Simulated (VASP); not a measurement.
Wanted: the native input for a VASP 6.6.1 run.

```yaml
Task: single point
Functional: PBE
Potentials_or_basis: VASP PAW PBE potentials, release 64 (Mg, O)
Cutoff: 600 eV
k_mesh: 10 × 10 × 10
Occupations: gaussian, width 0.02 eV
Spin: no spin polarisation
Dipole_correction: no
Further_INCAR_settings: ALGO = Normal; EDIFF = 1e-06; NBANDS = 11
```

The structure of MgO (w.b) lies in POSCAR:

```
MgO
1.0
    0.0000000000      2.1272184846      2.1272184846
    2.1272184846      0.0000000000      2.1272184846
    2.1272184846      2.1272184846      0.0000000000
Mg O
1 1
Direct
    0.0000000000      0.0000000000      0.0000000000
    0.5000000000      0.5000000000      0.5000000000
```

The input as run:

INCAR

```
  PREC = Accurate
  ENCUT = 600
  EDIFF = 1E-6
  ISMEAR = 0
  SIGMA = 0.02
  LREAL = False
  LASPH = True
  NELM = 120
  ALGO = Normal
  ISIF = 2
  LWAVE = False
  LCHARG = False
  GGA = PE
  NBANDS = 11
  GGA_COMPAT = False
```

KPOINTS

```
Automatic mesh
0
Gamma
  10 10 10
```

Potentials or basis: VASP PAW PBE potentials, release 64 (Mg, O).

The run is started by

```sh
$ cat potpaw_PBE.64/Mg/POTCAR potpaw_PBE.64/O/POTCAR > POTCAR
$ mpirun -np 1 vasp_std > vasp.out
```

Results of the run:

The pressure is -1.1 GPa and the band gap on the k mesh is 4.44 eV, direct.

It used 5.7 s of CPU time on 1 thread of Intel Xeon 6975P-C (shared host).
